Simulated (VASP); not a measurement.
# MgW (R-3m) in VASP: single point with PBE

Aim: the single point of MgW with PBE.

All numbers are computed with VASP 6.6.1; they aren't measurements. Logs are shortened: lines on timing, memory, paths and dates and some standing lists are left out, and cuts for length are marked.

## 1. The cell of the first run

It takes space group R-3m (No. 166, trigonal). The conventional cell has a = 2.850 Å, b = 2.850 Å, c = 14.751 Å, α = 90.00°, β = 90.00°, γ = 120.00°. Within 3.8 Å of Mg (site symmetry -3m) lie 6 Mg at 2.85 Å and 6 W at 2.96 Å. Within 3.8 Å of W (site symmetry -3m) lie 6 W at 2.85 Å and 6 Mg at 2.96 Å.

The cell was generated, and may not be a known phase.

## 2. Single point, PBE

File INCAR:

```
ALGO     = Fast           # electronic algorithm
EDIFF    = 1E-6           # SCF threshold, eV
ENCUT    = 520            # plane-wave cutoff, eV
GGA      = PE             # functional
ISIF     = 2              # what is computed and relaxed
ISMEAR   = 0              # smearing method
LASPH    = T              # aspherical terms in the spheres
LCHARG   = T              # write CHGCAR
LELF     = T              # ELF
LREAL    = F              # projectors in reciprocal space
LVHAR    = T            
LWAVE    = F              # write WAVECAR
NBANDS   = 15             # bands
NELM     = 100            # most SCF steps
PREC     = Accurate       # precision mode
SIGMA    = 0.1            # smearing width, eV
```

File KPOINTS:

```
k-points
0
Gamma
  18 18 18
```

File POSCAR:

```
MgW
1.0
    1.4248579205      0.8226421040      4.9169045428
   -1.4248579205      0.8226421040      4.9169045428
    0.0000000000     -1.6452842079      4.9169045428
Mg W
1 1
Direct
    0.0000000000      0.0000000000      0.0000000000
    0.5000000000      0.5000000000      0.5000000000
```

Potentials or basis: VASP PAW PBE potentials, release 64 (Mg, W_sv).

The run is started by

```sh
cat potpaw_PBE.64/Mg/POTCAR potpaw_PBE.64/W_sv/POTCAR > POTCAR
mpirun -np 1 vasp_std > vasp.out
```

OUTCAR:

```text
EDIFF = 1E-6
   ENCUT = 520
   GGA = PE
   ISIF = 2
   ISMEAR = 0
   LASPH = T
   LREAL = F
   NELM = 100
   PREC = Accurate

 ion  position               nearest neighbor table
   1  0.000  0.000  0.000-   2 2.96   2 2.96   2 2.96   2 2.96   2 2.96   2 2.96
   2  0.500  0.500  0.500-   1 2.96   1 2.96   1 2.96   1 2.96   1 2.96   1 2.96

  LATTYP: Found a trigonal (rhomboedric) cell.
 ALAT       =     5.1848732297
 COS(alpha) =     0.8489583112

  Lattice vectors:

 A1 = (   1.4248579205,   0.8226421040,   4.9169045428)
 A2 = (  -1.4248579205,   0.8226421040,   4.9169045428)
 A3 = (   0.0000000000,  -1.6452842079,   4.9169045428)

Analysis of symmetry for initial positions (statically):
=====================================================================
 Subroutine PRICEL returns:
 Original cell was already a primitive cell.

 Routine SETGRP: Setting up the symmetry group for a
 trigonal (rhombohedral) supercell.

 Subroutine GETGRP returns: Found 12 space group operations
 (whereof 12 operations were pure point group operations)
 out of a pool of 12 trial point group operations.

The static configuration has the point symmetry D_3d.

Analysis of symmetry for dynamics (positions and initial velocities):
=====================================================================
 Subroutine PRICEL returns:
 Original cell was already a primitive cell.

 Routine SETGRP: Setting up the symmetry group for a
 trigonal (rhombohedral) supercell.

 Subroutine GETGRP returns: Found 12 space group operations
 (whereof 12 operations were pure point group operations)
 out of a pool of 12 trial point group operations.

The dynamic configuration has the point symmetry D_3d.

 Subroutine INISYM returns: Found 12 space group operations
 (whereof 12 operations are pure point group operations),
 and found     1 'primitive' translations

----------------------------------------------------------------------------------------

                                     Primitive cell

  volume of cell :      34.5800

  direct lattice vectors                    reciprocal lattice vectors
     1.424857921  0.822642104  4.916904543     0.350912181  0.202599242  0.067793330
    -1.424857921  0.822642104  4.916904543    -0.350912181  0.202599242  0.067793330
     0.000000000 -1.645284208  4.916904543     0.000000000 -0.405198484  0.067793330

  length of vectors
     5.184873230  5.184873230  5.184873230     0.410830558  0.410830558  0.410830558

  position of ions in fractional coordinates (direct lattice)
     0.000000000  0.000000000  0.000000000
     0.500000000  0.500000000  0.500000000

  ion indices of the primitive-cell ions
   primitive index   ion index
                 1           1
                 2           2

----------------------------------------------------------------------------------------

 KPOINTS: k-points

Automatic generation of k-mesh.
 Grid dimensions read from file:
 generate k-points for:   18   18   18

 Generating k-lattice:

  Cartesian coordinates                     Fractional coordinates (reciprocal lattice)
     0.019495121  0.011255513  0.003766296     0.055555556  0.000000000  0.000000000
    -0.019495121  0.011255513  0.003766296     0.000000000  0.055555556  0.000000000
     0.000000000 -0.022511027  0.003766296    -0.000000000 -0.000000000  0.055555556

  Length of vectors
     0.022823920  0.022823920  0.022823920

  Shift w.r.t. Gamma in fractional coordinates (k-lattice)
     0.000000000  0.000000000  0.000000000

 Subroutine IBZKPT returns following result:
 ===========================================

 Found    580 irreducible k-points:

 Following reciprocal coordinates:
            Coordinates               Weight
  0.000000  0.000000  0.000000      1.000000
  0.055556  0.000000  0.000000      6.000000
  0.111111  0.000000  0.000000      6.000000
  0.166667  0.000000 -0.000000      6.000000
  0.222222  0.000000  0.000000      6.000000
  0.277778  0.000000  0.000000      6.000000
[... 16 lines left out ...]
 -0.277778  0.055556 -0.000000     12.000000
 -0.222222  0.055556  0.000000     12.000000
 [... further k-points ...]
   k-points           NKPTS =    580   k-points in BZ     NKDIM =    580   number of bands    NBANDS=     15
   number of dos      NEDOS =    301   number of ions     NIONS =      2
   total plane-waves  NPLWV =  64000
   dimension x,y,z NGX =    40 NGY =   40 NGZ =   40
   dimension x,y,z NGXF=    80 NGYF=   80 NGZF=   80
   ions per type =               1   1
   NGX,Y,Z   is equivalent  to a cutoff of  12.83, 12.83, 12.83 a.u.
   NGXF,Y,Z  is equivalent  to a cutoff of  25.65, 25.65, 25.65 a.u.
 SYSTEM =  unknown system
   PREC   = accura    normal or accurate (medium, high low for compatibility)
   ISTART =      0    job   : 0-new  1-cont  2-samecut
   ICHARG =      2    charge: 1-file 2-atom 10-const
   ISPIN  =      1    spin polarized calculation?
   LNONCOLLINEAR =      F non collinear calculations
   LSORBIT =      F    spin-orbit coupling
   LASPH  =      T    aspherical Exc in radial PAW
   ENCUT  =  520.0 eV  38.22 Ry    6.18 a.u.   9.64  9.64  9.64*2*pi/ulx,y,z
   NELM   =    100;   NELMIN=  2; NELMDL= -5     # of ELM steps
   EDIFF  = 0.1E-05   stopping-criterion for ELM
   LREAL  =      F    real-space projection
   EDIFFG = 0.1E-04   stopping-criterion for IOM
   NSW    =      0    number of steps for IOM
   IBRION =     -1    ionic relax: 0-MD 1-quasi-New 2-CG
   NFREE  =      0    steps in history (QN), initial steepest desc. (CG)
   ISIF   =      2    stress and relaxation
   ISYM   =      2    0-nonsym 1-usesym 2-fastsym
   POTIM  = 0.5000    time-step for ionic-motion
   TEBEG  =    0.0;   TEEND  =   0.0 temperature during run
   PSTRESS=    0.0 pullay stress
   NELECT =      16.0000    total number of electrons
   NUPDOWN=      -1.0000    fix difference up-down
   EMIN   =  10.00;   EMAX   =-10.00  energy-range for DOS
   EFERMI =   0.00;   METHOD = LEGACY
   ISMEAR =     0;   SIGMA  =   0.10  broadening in eV -4-tet -1-fermi 0-gaus
   EFERMI_NEDOS =   21; number of points for ismear=-14 and -15
   IALGO  =     68    algorithm
   IMIX   =      4    mixing-type and parameters
     AMIX     =   0.40;   BMIX     =  1.00
     AMIX_MAG =   1.60;   BMIX_MAG =  1.00
  volume/ion in A,a.u.               =      17.29       116.68
  Fermi-wavevector in a.u.,A,eV,Ry     =   1.266212  2.392793 21.814112  1.603292
  Thomas-Fermi vector in A             =   2.399424
   LORBIT       =      0    0 simple, 1 ext, 2 COOP (PROOUT), +10 PAW based schemes
   GGA     = PE    functional components
   LHFCALC =     F    Hartree Fock is set to
   AEXX    =    0.0000 exact exchange contribution
   IVDW    =     0    specifies the selected vdW correction
   LEPSILON=     F    determine dielectric tensor
   LRPA    =     F    only Hartree local field effects (RPA)
 non-spin polarized calculation
 RMM-DIIS sequential band-by-band and
 Gauss-broadening in eV      SIGMA  =   0.10
  energy-cutoff  :      520.00
  volume of cell :       34.58
 maximum number of plane-waves:       947
   NGX = 19   NGY = 19   NGZ = 19

 number of electron      16.0000002 magnetization

 Free energy of the ion-electron system (eV)
  ---------------------------------------------------
  ext. energy  EPLUGINS =         0.00000000
  ---------------------------------------------------
  free energy    TOTEN  =       -13.41358865 eV

  energy without entropy =      -13.40627145  energy(sigma->0) =      -13.40993005

 E-fermi :   6.7481     XC(G=0): -11.2989

 val. band max:        6.7451216832   @ k =  -0.3889  -0.3889   0.1111
 cond. band min:       6.7484603672   @ k =  -0.3333  -0.3889   0.1667
 fundamental gap:      0.0033386841
 Fermi energy:         6.7481363133

 k-point     1 :       0.0000    0.0000    0.0000
  band No.  band energies     occupation
      1     -66.9699      2.00000
      2     -31.2940      2.00000
      3     -30.6445      2.00000
      4     -30.6445      2.00000
      5      -1.4571      2.00000
      6       2.5026      2.00000
      7       5.6154      2.00000
      8       6.8335      0.22721
      9       6.8335      0.22721
     10       9.5883      0.00000
     11       9.5883      0.00000
     12      10.5006      0.00000
     13      20.3576      0.00000
     14      21.4763      0.00000
     15      22.5666      0.00000

 k-point     2 :       0.0556    0.0000    0.0000
  band No.  band energies     occupation
      1     -66.9678      2.00000
      2     -31.2902      2.00000
      3     -30.6720      2.00000
      4     -30.6508      2.00000
      5      -1.3544      2.00000
      6       2.6011      2.00000
      7       5.5463      2.00000
      8       6.7190      1.31963
      9       6.9413      0.00631
     10       9.5457      0.00000
     11       9.6204      0.00000
     12      10.5467      0.00000
     13      20.4200      0.00000
     14      21.1128      0.00000
     15      21.9220      0.00000

 k-point     3 :       0.1111    0.0000    0.0000
  band No.  band energies     occupation
      1     -66.9618      2.00000
      2     -31.2792      2.00000
      3     -30.7505      2.00000
      4     -30.6690      2.00000
      5      -1.0544      2.00000
      6       2.8845      2.00000
      7       5.3614      2.00000
      8       6.4215      2.00000
      9       7.2607      0.00000
     10       9.4258      0.00000
     11       9.6805      0.00000
     12      10.7066      0.00000
     13      19.1036      0.00000
     14      21.1795      0.00000
     15      21.4512      0.00000
[... 343 lines left out ...]
 k-point    23 :      -0.2778    0.0556   -0.0000
  band No.  band energies     occupation
      1     -66.9221      2.00000
      2     -31.2342      2.00000
      3     -31.2073      2.00000
      4     -30.7964      2.00000
      5       1.1624      2.00000
      6       3.8692      2.00000
      7       4.5255      2.00000
      8       6.2669      2.00000
      9       8.5521      0.00000
     10       9.8063      0.00000
     11      10.1081      0.00000
     12      11.7282      0.00000
     13      13.7512      0.00000
     14      17.7812      0.00000
     15      19.0132      0.00000

 k-point    24 :      -0.2222    0.0556    0.0000
  band No.  band energies     occupation
      1     -66.9339      2.00000
      2     -31.2288      2.00000
      3     -31.0932      2.00000
      4     -30.7592      2.00000
      5       0.4266      2.00000
      6       3.9288      2.00000
      7       4.7199      2.00000
      8       5.7991      2.00000
      9       8.7954      0.00000
     10       9.0164      0.00000
     11      10.0102      0.00000
     12      11.3656      0.00000
     13      15.0110      0.00000
     14      18.3471      0.00000
     15      20.0922      0.00000

 [... further k-points ...]

------------------------ aborting loop because EDIFF is reached ----------------------------------------

  FORCE on cell =-STRESS in cart. coord.  units (eV):
  Direction    XX          YY          ZZ          XY          YZ          ZX
  --------------------------------------------------------------------------------------
  -------------------------------------------------------------------------------------
  Total        0.0286740      0.0286740     -0.0256275      0.0000000     -0.0000000      0.0000000
  in kB        1.3285357      1.3285357     -1.1873840      0.0000000     -0.0000000      0.0000000
  external PRESSURE =       0.4898958 kB  Pullay stress =       0.0000000 kB

 VOLUME and BASIS-vectors are now :
 -----------------------------------------------------------------------------
  energy-cutoff  :      520.00
  volume of cell :       34.58
      direct lattice vectors                 reciprocal lattice vectors
     1.424857921  0.822642104  4.916904543     0.350912181  0.202599242  0.067793330
    -1.424857921  0.822642104  4.916904543    -0.350912181  0.202599242  0.067793330
     0.000000000 -1.645284208  4.916904543     0.000000000 -0.405198484  0.067793330

 POSITION                                       TOTAL-FORCE (eV/Angst)
 -----------------------------------------------------------------------------------
      0.00000      0.00000      0.00000         0.000000      0.000000      0.000000
      0.00000      0.00000      7.37536        -0.000000      0.000000     -0.000000
 -----------------------------------------------------------------------------------
    total drift:                               -0.000000      0.000000      0.000000

  FREE ENERGIE OF THE ION-ELECTRON SYSTEM (eV)
  ---------------------------------------------------
  free  energy   TOTEN  =       -13.4135886476 eV

  energy  without entropy=      -13.4062714467  energy(sigma->0) =      -13.40993005
```

Wall time 10 min (1 thread of Intel Xeon Platinum 8259CL at 2.50GHz (Skylake/Cascade Lake), shared host); peak memory 0.51 GiB.

Results:

```
Free energy            : -13.4136 eV
Pressure               : 0.0 GPa
Band gap on the k mesh : zero (bands 8 and 9 overlap by 1.65 eV)
```

Levels at points of the mesh, in eV from the Fermi level:
```
           k point  band 6  band 7  band 8  band 9  band 10  band 11
(0.00, 0.00, 0.00)   -4.25   -1.13    0.09    0.09     2.84     2.84
(0.50, 0.00, 0.00)   -3.24   -1.53   -0.48    1.62     3.44     4.89
(0.50, 0.50, 0.00)   -3.40   -0.86   -0.72    1.70     1.74     5.26
(0.50, 0.50, 0.50)   -5.88   -2.09    0.09    0.09     2.90     2.90
```

Caveat: spin-orbit coupling is left out, which moves the levels of the heavy elements.
